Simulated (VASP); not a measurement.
# Au: single point with LDA

The system is Au.

```
Au
1.0
     0.00000    1.80635    1.80635
     1.80635    0.00000    1.80635
     1.80635    1.80635    0.00000
Au
1
Direct
  0.00000 0.00000 0.00000
```

```yaml
Program: VASP 6.6.1
Task: single point
Functional: LDA
Potentials_or_basis: VASP PAW LDA potentials, release 64 (Au)
Cutoff: 520 eV
k_mesh: 18 × 18 × 18
Occupations: fermi-dirac, width 0.05 eV
Spin: no spin polarisation
```

```yaml
Pressure: 173.0 GPa
```

Levels at points of the mesh, in eV from the Fermi level:
| k point | band 4 | band 5 | band 6 | band 7 | band 8 | band 9 |
| --- | --- | --- | --- | --- | --- | --- |
| (0.00, 0.00, 0.00) | -7.74 | -4.85 | -4.85 | 12.67 | 18.87 | 18.87 |
| (0.50, 0.00, 0.00) | -3.26 | -2.57 | -2.57 | 5.32 | 12.27 | 18.98 |
| (0.50, 0.50, 0.00) | -1.94 | -1.94 | -0.45 | 9.23 | 10.45 | 10.45 |

Run time: 19 s on 1 thread of Intel(R) Xeon(R) Platinum 8375C CPU @ 2.90GHz (Ice Lake), on a shared host, peak memory 0.14 GiB.

Caveat: spin-orbit coupling is left out, which moves the levels of the heavy elements.
